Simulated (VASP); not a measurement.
Input of a VASP 6.6.1 run:

INCAR

```
PREC = Accurate
ENCUT = 500
EDIFF = 1E-6
ISMEAR = -1
SIGMA = 0.02
LREAL = F
LASPH = T
NELM = 200
ALGO = Normal
ISIF = 2
LWAVE = F
LCHARG = F
ISPIN = 2
MAGMOM = 0 0
LORBIT = 11
GGA = PE
NBANDS = 25
GGA_COMPAT = F
```

The input KPOINTS:

```
regular mesh
0
Gamma
  6 6 6
```

POSCAR

```
Ge
1.0
    0.0000000000      2.8368735121      2.8368735121
    2.8368735121      0.0000000000      2.8368735121
    2.8368735121      2.8368735121      0.0000000000
Ge
2
Direct
    0.0000000000      0.0000000000      0.0000000000
    0.2500000000      0.2500000000      0.2500000000
```

Potentials or basis: VASP PAW PBE potentials, release 64 (Ge_d).

Launch:

```sh
$ cat potpaw_PBE.64/Ge_d/POTCAR > POTCAR
$ mpirun -np 1 vasp_std > vasp.out
```

Predict the pressure.

3.0 GPa.

Estimate the band gap on the k mesh.

zero (filled and empty bands touch).

Estimate the net moment.

0.00 μB per cell.
